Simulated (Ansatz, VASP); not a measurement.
# Two plane-wave programs on ReS

```
CELL_PARAMETERS angstrom
0.00000 2.62558 2.62558
2.62558 0.00000 2.62558
2.62558 2.62558 0.00000
ATOMIC_POSITIONS crystal
Re 0.00000 0.00000 0.00000
S 0.25000 0.25000 0.25000
```

Alike in both runs: task single point; functional PBEsol; k mesh 10 × 10 × 10; occupations gaussian, width 0.05 eV; collinear spin.

|  | VASP | Ansatz |
| --- | --- | --- |
| version | VASP 6.6.1 | Ansatz 0.2.0 |
| potentials or method | VASP PAW PBE potentials, release 64 (Re, S), cutoff 520 eV | scalar-relativistic, plane waves, PAW |
| valence electrons in the cell | 13 | 21 |

|  | VASP | Ansatz | Ansatz less VASP |
| --- | --- | --- | --- |
| gap on the k mesh at the Fermi level (eV) | none | none | - |
| pressure (GPa) | -5.4 | -7.0 | -1.54 |
| net moment per atom (μB) | 0.03 | 0.06 | +0.027 |
| size of the moment on the site where the two differ most (μB) | 0.06 | 0.07 | +0.009 |

VASP's potentials were made for PBE, not for PBEsol. Site moments also hang on the region over which each program counts them. A gap of «none» marks a metal or a gap that the smearing closes. VASP's potentials hold 13 valence electrons a cell and Ansatz's 21, so a difference there can come from the potentials and not from the codes.

Spin-orbit coupling is off throughout.
